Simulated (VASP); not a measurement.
**AlCo: vibrations by perturbation theory with LDA**

The system is AlCo.

```
CELL_PARAMETERS angstrom
2.79393 0.00000 0.00000
0.00000 2.79393 0.00000
0.00000 0.00000 2.79393
ATOMIC_POSITIONS crystal
Al 0.00000 0.00000 0.00000
Co 0.50000 0.50000 0.50000
```

* Program: VASP 6.6.1
* Task: vibrations by perturbation theory
* Functional: LDA
* Potentials or basis: VASP PAW LDA potentials, release 64 (Al, Co)
* Cutoff: 520 eV
* k mesh: 12 × 12 × 12
* Occupations: fermi-dirac, width 0.05 eV
* Spin: no spin polarisation
* Dipole correction: no
* Further INCAR settings: ALGO = Normal; EDIFF = 1e-08; IBRION = 8; NSW = 1

```
Highest phonon frequency at Γ : 348 cm⁻¹
```

Phonon frequencies in cm⁻¹ (negative: imaginary):
| q point | frequencies |
| --- | --- |
| (0.000, 0.000, 0.000) | 0 0 0 348 348 348 |

Run time: 79 s on 1 thread of Intel(R) Xeon(R) Platinum 8488C (Sapphire Rapids), with other jobs on the host, peak memory 0.24 GiB.

Caveat: the run has no spin polarisation, though such a crystal can be magnetic. Spin polarisation is off, so any magnetic state and its effect on volume and gap are missing.
